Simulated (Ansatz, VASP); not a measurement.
**NaF: VASP beside Ansatz**

```
CELL_PARAMETERS angstrom
0.00000 2.39300 2.28845
2.39300 0.00000 2.28845
2.39300 2.39300 0.00000
ATOMIC_POSITIONS crystal
Na 0.00000 0.00000 0.00000
F 0.50000 0.50000 0.50000
```

Change from the starting cell: strain +0.030 along x and y, -0.015 along z, atoms carried along.

Alike in both runs: task single point; functional PBEsol; k mesh 8 × 8 × 8; occupations gaussian, width 0.05 eV; no spin polarisation.

```csv
,VASP,Ansatz
version,VASP 6.6.1,Ansatz 0.2.0
potentials or method,"VASP PAW PBE potentials, release 64 (Na_pv, F), cutoff 520 eV","scalar-relativistic, plane waves, PAW"
valence electrons in the cell,14,16
```

Ansatz gave:

- gap on the k mesh at the Fermi level (eV): 5.91
- least direct gap on the mesh (eV): 5.91
- pressure (GPa): -2.2
- traceless stress, the component that is largest in VASP (GPa): 1.88

**Question.** Estimate VASP's values.

**Answer.** gap on the k mesh at the Fermi level (eV): 5.90; least direct gap on the mesh (eV): 5.90; pressure (GPa): -2.2; traceless stress, the component that is largest in VASP (GPa): 1.96.

VASP's potentials were made for PBE, not for PBEsol. VASP's potentials hold 14 valence electrons a cell and Ansatz's 16, so a difference there can come from the potentials and not from the codes.
